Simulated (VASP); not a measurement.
# Cu in VASP: settings compared

Aim: see how the results for Cu move with the level of theory and the settings. Levels: LDA, PBE0, PBEsol. Tasks: single point.

Everything below comes from runs of VASP 6.6.1. Logs are shortened: lines on timing, memory, paths and dates and some standing lists are left out, and cuts for length are marked.

### 1 The cell of the first run

Symmetry: P6_3/mmc, No. 194, hexagonal system. Conventional cell: a = 2.567 Å, b = 2.567 Å, c = 4.167 Å, α = 90.00°, β = 90.00°, γ = 120.00°. Within 3.4 Å of Cu (site symmetry -6m2) lie 12 Cu at 2.56 to 2.57 Å.

### 2 Single point, LDA (volume scaled by 1.04)

Input file INCAR:

```
ALGO = Normal
EDIFF = 1E-6
ENCUT = 520
GGA = CA
ISIF = 2
ISMEAR = -1
LASPH = T
LCHARG = F
LREAL = F
LWAVE = F
NBANDS = 18
NELM = 60
PREC = Accurate
SIGMA = 0.05
```

Input file KPOINTS:

```
k-points
0
Gamma
  12 12 7
```

Input file POSCAR:

```
Cu
1.0
    2.5674438712      0.0000000000      0.0000000000
   -1.2837219356      2.2234716153      0.0000000000
    0.0000000000      0.0000000000      4.1666899825
Cu
2
Direct
    0.6666666667      0.3333333333      0.7500000000
    0.3333333333      0.6666666667      0.2500000000
```

Potentials or basis: VASP PAW LDA potentials, release 64 (Cu).

On the command line:

```console
> cat potpaw_LDA.64/Cu/POTCAR > POTCAR
> mpirun -np 1 vasp_std > vasp.out
```

OUTCAR:

```text
EDIFF = 1E-6
   ENCUT = 520
   GGA = CA
   ISIF = 2
   ISMEAR = -1
   LASPH = T
   LREAL = F
   NELM = 60
   PREC = Accurate

 ion  position               nearest neighbor table
   1  0.667  0.333  0.750-   2 2.56   2 2.56   2 2.56   2 2.56   2 2.56   2 2.56
   2  0.333  0.667  0.250-   1 2.56   1 2.56   1 2.56   1 2.56   1 2.56   1 2.56

  LATTYP: Found a hexagonal cell.
 ALAT       =     2.5674438712
 C/A-ratio  =     1.6228942838

  Lattice vectors:

 A1 = (   2.5674438712,   0.0000000000,   0.0000000000)
 A2 = (  -1.2837219356,   2.2234716153,   0.0000000000)
 A3 = (   0.0000000000,   0.0000000000,   4.1666899825)

Analysis of symmetry for initial positions (statically):
=====================================================================
 Subroutine PRICEL returns:
 Original cell was already a primitive cell.

 Routine SETGRP: Setting up the symmetry group for a
 hexagonal supercell.

 Subroutine GETGRP returns: Found 24 space group operations
 (whereof 12 operations were pure point group operations)
 out of a pool of 24 trial point group operations.

The static configuration has the point symmetry D_3d.
 The point group associated with its full space group is D_6h.

Analysis of symmetry for dynamics (positions and initial velocities):
=====================================================================
 Subroutine PRICEL returns:
 Original cell was already a primitive cell.

 Routine SETGRP: Setting up the symmetry group for a
 hexagonal supercell.

 Subroutine GETGRP returns: Found 24 space group operations
 (whereof 12 operations were pure point group operations)
 out of a pool of 24 trial point group operations.

The dynamic configuration has the point symmetry D_3d.
 The point group associated with its full space group is D_6h.

 Subroutine INISYM returns: Found 24 space group operations
 (whereof 12 operations are pure point group operations),
 and found     1 'primitive' translations

----------------------------------------------------------------------------------------

                                     Primitive cell

  volume of cell :      23.7861

  direct lattice vectors                    reciprocal lattice vectors
     2.567443871  0.000000000  0.000000000     0.389492449  0.224873570  0.000000000
    -1.283721936  2.223471615  0.000000000     0.000000000  0.449747140  0.000000000
     0.000000000  0.000000000  4.166689983     0.000000000  0.000000000  0.239998657

[... 81 lines left out ...]
   ENCUT  =  520.0 eV  38.22 Ry    6.18 a.u.   4.77  4.77  7.75*2*pi/ulx,y,z
   NELM   =     60;   NELMIN=  2; NELMDL= -5     # of ELM steps
   EDIFF  = 0.1E-05   stopping-criterion for ELM
   LREAL  =      F    real-space projection
   EDIFFG = 0.1E-04   stopping-criterion for IOM
   NSW    =      0    number of steps for IOM
   IBRION =     -1    ionic relax: 0-MD 1-quasi-New 2-CG
   NFREE  =      0    steps in history (QN), initial steepest desc. (CG)
   ISIF   =      2    stress and relaxation
   ISYM   =      2    0-nonsym 1-usesym 2-fastsym
   POTIM  = 0.5000    time-step for ionic-motion
   TEBEG  =    0.0;   TEEND  =   0.0 temperature during run
   PSTRESS=    0.0 pullay stress
   NELECT =      22.0000    total number of electrons
   NUPDOWN=      -1.0000    fix difference up-down
   EMIN   =  10.00;   EMAX   =-10.00  energy-range for DOS
   EFERMI =   0.00;   METHOD = LEGACY
   ISMEAR =    -1;   SIGMA  =   0.05  broadening in eV -4-tet -1-fermi 0-gaus
   EFERMI_NEDOS =   21; number of points for ismear=-14 and -15
   IALGO  =     38    algorithm
   IMIX   =      4    mixing-type and parameters
     AMIX     =   0.40;   BMIX     =  1.00
     AMIX_MAG =   1.60;   BMIX_MAG =  1.00
  volume/ion in A,a.u.               =      11.89        80.26
  Fermi-wavevector in a.u.,A,eV,Ry     =   1.595051  3.014209 34.615760  2.544187
  Thomas-Fermi vector in A             =   2.693030
   LORBIT       =      0    0 simple, 1 ext, 2 COOP (PROOUT), +10 PAW based schemes
   GGA     = CA    functional components
   LHFCALC =     F    Hartree Fock is set to
   AEXX    =    0.0000 exact exchange contribution
   IVDW    =     0    specifies the selected vdW correction
   LEPSILON=     F    determine dielectric tensor
   LRPA    =     F    only Hartree local field effects (RPA)
 non-spin polarized calculation
  energy-cutoff  :      520.00
  volume of cell :       23.79
 maximum number of plane-waves:       660
 NGX is ok and might be reduce to    20
   NGX =  9   NGY =  9   NGZ = 15

 number of electron      22.0000000 magnetization

 Free energy of the ion-electron system (eV)
  ---------------------------------------------------
  ext. energy  EPLUGINS =         0.00000000
  ---------------------------------------------------
  free energy    TOTEN  =        -9.30754128 eV

  energy without entropy =       -9.29920587  energy(sigma->0) =       -9.30337357

 E-fermi :   7.1995     XC(G=0): -13.0609

 val. band max:        7.1966579174   @ k =   0.2500   0.2500   0.2857
 cond. band min:       7.2401320728   @ k =   0.5000   0.0000   0.0000
 fundamental gap:      0.0434741555
 Fermi energy:         7.1994751740

 k-point     1 :       0.0000    0.0000    0.0000
  band No.  band energies     occupation
      1      -2.0449      2.00000
      2       2.1854      2.00000
      3       4.2205      2.00000
      4       4.2692      2.00000
      5       4.2692      2.00000
      6       4.4792      2.00000
[... 481 lines left out ...]
      5       4.2708      2.00000
      6       4.3401      2.00000
[... 10 lines left out ...]
     17      24.5809      0.00000
     18      26.6266      0.00000

 [... further k-points ...]

------------------------ aborting loop because EDIFF is reached ----------------------------------------

  FORCE on cell =-STRESS in cart. coord.  units (eV):
  Direction    XX          YY          ZZ          XY          YZ          ZX
  --------------------------------------------------------------------------------------
  -------------------------------------------------------------------------------------
  Total       -1.8040609     -1.8040609     -1.8298219      0.0000000      0.0000000      0.0000000
  in kB     -121.5172789   -121.5172789   -123.2524806      0.0000000      0.0000000      0.0000000
  external PRESSURE =    -122.0956795 kB  Pullay stress =       0.0000000 kB

 VOLUME and BASIS-vectors are now :
 -----------------------------------------------------------------------------
  energy-cutoff  :      520.00
  volume of cell :       23.79
      direct lattice vectors                 reciprocal lattice vectors
     2.567443871  0.000000000  0.000000000     0.389492449  0.224873570  0.000000000
    -1.283721936  2.223471615  0.000000000     0.000000000  0.449747140  0.000000000
     0.000000000  0.000000000  4.166689983     0.000000000  0.000000000  0.239998657

 POSITION                                       TOTAL-FORCE (eV/Angst)
 -----------------------------------------------------------------------------------
      1.28372      0.74116      3.12502        -0.000000     -0.000000      0.000000
     -0.00000      1.48231      1.04167         0.000000      0.000000      0.000000
 -----------------------------------------------------------------------------------
    total drift:                               -0.000000      0.000000     -0.000000

  FREE ENERGIE OF THE ION-ELECTRON SYSTEM (eV)
  ---------------------------------------------------
  free  energy   TOTEN  =        -9.3075412753 eV

  energy  without entropy=       -9.2992058686  energy(sigma->0) =       -9.30337357
```

Wall time 19 s (1 thread of Intel Xeon 6975P-C, shared host); peak memory 0.14 GiB.

What came out:

```
Free energy            : -9.3075 eV
Pressure               : -12.2 GPa
Band gap on the k mesh : zero (band 11 reaches 11.19 eV, above the bottom of band 12 at 5.35 eV)
```

Stress tensor (GPa, compression positive):
```
-12.15   0.00   0.00
  0.00 -12.15   0.00
  0.00   0.00 -12.33
```

Levels at points of the mesh, in eV from the Fermi level:
```
           k point  band 8  band 9  band 10  band 11  band 12  band 13  band 14  band 15
(0.00, 0.00, 0.00)   -2.46   -2.46    -1.70    -1.70    -0.85     3.82    21.38    21.41
(0.50, 0.00, 0.00)   -1.62   -1.56    -1.51     0.04     1.55     7.78     8.12    10.77
```

Caveat: the cell differs from its parent crystal (volume scaled by 1.04).

### 3 Single point, PBE0

This run uses another cell than the first one, of 11.21 Å³/atom, 0.942 times its volume.

Input file POSCAR:

```
Cu
1.0
    2.5170887971      0.0000000000      0.0000000000
   -1.2585443986      2.1798628419      0.0000000000
    0.0000000000      0.0000000000      4.0849690207
Cu
2
Direct
    0.6666666667      0.3333333333      0.7500000000
    0.3333333333      0.6666666667      0.2500000000
```

Input file INCAR.step1:

```
SYSTEM = Cu
PREC = Accurate
ENCUT = 520
EDIFF = 1E-5
ISMEAR = -1
SIGMA = 0.05
LREAL = .False.
LASPH = .True.
NELM = 60
ALGO = Normal
ISIF = 2
LWAVE = .True.
LCHARG = .False.
NBANDS = 18
GGA = PE
```

Input file INCAR.step2:

```
SYSTEM = Cu
PREC = Accurate
ENCUT = 520
EDIFF = 1E-6
ISMEAR = -1
SIGMA = 0.05
LREAL = .False.
LASPH = .True.
NELM = 60
ALGO = Normal
ISIF = 2
LWAVE = .False.
LCHARG = .False.
GGA = PE
LHFCALC = .True.
AEXX = 0.25
PRECFOCK = Normal
NBANDS = 18
ISTART = 1
```

Input file KPOINTS:

```
regular mesh
0
Gamma
  6 6 4
  0 0 0
```

Potentials or basis: VASP PAW PBE potentials, release 64 (Cu).

On the command line:

```console
> cat potpaw_PBE.64/Cu/POTCAR > POTCAR
> cp INCAR.step1 INCAR
> mpirun -np 1 vasp_std > vasp.out
> cp INCAR.step2 INCAR
> mpirun -np 1 vasp_std > vasp.out
```

It took 17 min on 1 thread of Intel Xeon 6975P-C (Granite Rapids), shared host; peak memory 0.15 GiB.

The run converged. Its results:

* Free energy: -7.6152 eV
* Pressure: 11.7 GPa
* Band gap on the k mesh: zero (band 11 reaches 13.16 eV, above the bottom of band 12 at 4.23 eV)

Stress tensor (GPa, compression positive):
```
12.66  0.00  0.00
 0.00 12.66  0.00
 0.00  0.00  9.69
```

Levels at points of the mesh, in eV from the Fermi level:
```csv
k point,band 7,band 8,band 9,band 10,band 11,band 12,band 13,band 14,band 15,band 16
"(0.00, 0.00, 0.00)",-4.14,-3.85,-3.85,-2.86,-2.86,-0.86,5.85,23.84,25.09,25.09
"(0.50, 0.00, 0.00)",-4.02,-2.77,-2.73,-2.64,0.67,2.86,10.01,10.62,13.08,13.94
"(0.00, 0.00, 0.50)",-4.44,-4.44,-3.18,-3.18,-3.18,-3.18,15.35,15.35,24.60,24.60
"(0.50, 0.00, 0.50)",-2.95,-2.95,-2.67,-2.67,1.55,1.55,6.93,6.93,19.00,19.00
```

Caveat: the k points lie up to 0.48 Å⁻¹ apart; the PAW data sets were made with another functional, which shifts forces and pressure a little.

### 4 Single point, PBEsol (volume scaled by 0.94)

Input file INCAR:

```
  PREC = Accurate
  ENCUT = 520
  EDIFF = 1E-7
  ISMEAR = -1
  SIGMA = 0.05
  LREAL = F
  LASPH = T
  NELM = 100
  ALGO = Normal
  ISIF = 2
  LWAVE = F
  LCHARG = T
  GGA = PS
  LELF = T
  LVHAR = T
  NBANDS = 18
```

Input file KPOINTS:

```
Automatic mesh
0
Gamma
  12 12 7
```

Input file POSCAR:

```
Cu
1.0
    2.4823658959      0.0000000000      0.0000000000
   -1.2411829479      2.1497919273      0.0000000000
    0.0000000000      0.0000000000      4.0286174227
Cu
2
Direct
    0.6666666667      0.3333333333      0.7500000000
    0.3333333333      0.6666666667      0.2500000000
```

Potentials or basis: VASP PAW PBE potentials, release 64 (Cu).

On the command line:

```console
> cat potpaw_PBE.64/Cu/POTCAR > POTCAR
> mpirun -np 1 vasp_std > vasp.out
```

OUTCAR:

```text
PREC = Accurate
   ENCUT = 520
   EDIFF = 1E-7
   ISMEAR = -1
   LREAL = F
   LASPH = T
   NELM = 100
   ISIF = 2
   GGA = PS

 ion  position               nearest neighbor table
   1  0.667  0.333  0.750-   2 2.47   2 2.47   2 2.47   2 2.47   2 2.47   2 2.47
   2  0.333  0.667  0.250-   1 2.47   1 2.47   1 2.47   1 2.47   1 2.47   1 2.47

  LATTYP: Found a hexagonal cell.
 ALAT       =     2.4823658959
 C/A-ratio  =     1.6228942838

  Lattice vectors:

 A1 = (   2.4823658959,   0.0000000000,   0.0000000000)
 A2 = (  -1.2411829479,   2.1497919273,   0.0000000000)
 A3 = (   0.0000000000,   0.0000000000,   4.0286174227)

Analysis of symmetry for initial positions (statically):
=====================================================================
 Subroutine PRICEL returns:
 Original cell was already a primitive cell.

 Routine SETGRP: Setting up the symmetry group for a
 hexagonal supercell.

 Subroutine GETGRP returns: Found 24 space group operations
[... 154 lines left out ...]
   NGX =  9   NGY =  9   NGZ = 15

 number of electron      21.9999988 magnetization

 Free energy of the ion-electron system (eV)
  ---------------------------------------------------
  ext. energy  EPLUGINS =         0.00000000
  ---------------------------------------------------
  free energy    TOTEN  =        -8.54582717 eV

  energy without entropy =       -8.53815056  energy(sigma->0) =       -8.54198887

 E-fermi :   8.5761     XC(G=0): -13.4666

 val. band max:        8.5675912768   @ k =   0.3333   0.1667   0.2857
 cond. band min:       8.5922889143   @ k =   0.5000   0.0000   0.4286
 fundamental gap:      0.0246976375
 Fermi energy:         8.5760757088

 k-point     1 :       0.0000    0.0000    0.0000
  band No.  band energies     occupation
      1      -1.5103      2.00000
      2       2.9791      2.00000
      3       5.3092      2.00000
      4       5.3558      2.00000
      5       5.3558      2.00000
      6       5.6046      2.00000
[... 481 lines left out ...]
      5       5.3516      2.00000
      6       5.4408      2.00000
[... 10 lines left out ...]
     17      26.9404      0.00000
     18      29.5813      0.00000

 [... further k-points ...]
[... 5 lines left out ...]
  --------------------------------------------------------------------------------------
  -------------------------------------------------------------------------------------
  Total        1.4174495      1.4174495      1.5145423      0.0000000      0.0000000      0.0000000
  in kB      105.6330781    105.6330781    112.8687560      0.0000000      0.0000000      0.0000000
  external PRESSURE =     108.0449707 kB  Pullay stress =       0.0000000 kB

 VOLUME and BASIS-vectors are now :
 -----------------------------------------------------------------------------
  energy-cutoff  :      520.00
  volume of cell :       21.50
      direct lattice vectors                 reciprocal lattice vectors
     2.482365896  0.000000000  0.000000000     0.402841500  0.232580648  0.000000000
    -1.241182948  2.149791927  0.000000000     0.000000000  0.465161296  0.000000000
     0.000000000  0.000000000  4.028617423     0.000000000  0.000000000  0.248224116

 POSITION                                       TOTAL-FORCE (eV/Angst)
 -----------------------------------------------------------------------------------
      1.24118      0.71660      3.02146        -0.000000      0.000000      0.000000
     -0.00000      1.43319      1.00715         0.000000     -0.000000     -0.000000
 -----------------------------------------------------------------------------------
    total drift:                               -0.000000      0.000000     -0.000000

  FREE ENERGIE OF THE ION-ELECTRON SYSTEM (eV)
  ---------------------------------------------------
  free  energy   TOTEN  =        -8.5458271692 eV

  energy  without entropy=       -8.5381505648  energy(sigma->0) =       -8.54198887
```

OSZICAR:

```text
N       E                     dE             d eps       ncg     rms          rms(c)
DAV:   1     0.121278587328E+03    0.12128E+03   -0.10505E+04  2952   0.225E+03
DAV:   2    -0.455726294043E+01   -0.12584E+03   -0.11931E+03  2736   0.290E+02
DAV:   3    -0.107224878092E+02   -0.61652E+01   -0.59367E+01  3116   0.872E+01
DAV:   4    -0.107864854968E+02   -0.63998E-01   -0.63949E-01  3236   0.966E+00
DAV:   5    -0.107872785086E+02   -0.79301E-03   -0.79298E-03  3328   0.946E-01    0.120E+01
DAV:   6    -0.929639986186E+01    0.14909E+01   -0.12177E+01  2906   0.104E+02    0.542E+00
DAV:   7    -0.857850440410E+01    0.71790E+00   -0.22716E+00  3004   0.410E+01    0.884E-01
DAV:   8    -0.854979249135E+01    0.28712E-01   -0.15750E-02  3192   0.150E+00    0.456E-01
DAV:   9    -0.854578585703E+01    0.40066E-02   -0.43800E-03  3484   0.197E+00    0.242E-02
DAV:  10    -0.854582381460E+01   -0.37958E-04   -0.20874E-04  3614   0.185E-01    0.536E-03
DAV:  11    -0.854582756392E+01   -0.37493E-05   -0.29041E-06  3832   0.243E-02    0.405E-03
DAV:  12    -0.854582716649E+01    0.39743E-06   -0.83133E-07  3304   0.226E-02    0.295E-04
DAV:  13    -0.854582716923E+01   -0.27371E-08   -0.10092E-08  1754   0.188E-03
   1 F= -.85458272E+01 E0= -.85419889E+01  d E =-.767660E-02
```

stdout:

```text
POSCAR found type information on POSCAR Cu
 POSCAR found :  1 types and       2 ions
 scaLAPACK will be used
 -----------------------------------------------------------------------------
|                                                                             |
|                                                                             |
|     You enforced a specific xc type in the INCAR file but a different       |
|     I HOPE YOU KNOW WHAT YOU ARE DOING!                                     |
|                                                                             |
 -----------------------------------------------------------------------------

 LDA part: xc-table for (Slater+PW92), standard interpolation
 POSCAR, INCAR and KPOINTS ok, starting setup
 FFT: planning ... GRIDC
 FFT: planning ... GRID_SOFT
 FFT: planning ... GRID
 WAVECAR not read
 entering main loop
```

Wall time 21 s (1 thread of AMD EPYC 7R13 (Zen 3), shared host); peak memory 0.11 GiB.

Results:

```yaml
Free_energy: -8.5458 eV
Pressure: 10.8 GPa
Band_gap_on_the_k_mesh: zero (band 11 reaches 12.80 eV, above the bottom of band 12 at 6.62 eV)
```

Caveat: the cell differs from its parent crystal (volume scaled by 0.94); the PAW data sets were made with another functional, which shifts forces and pressure a little.

(Continued in part 2 of 2.)
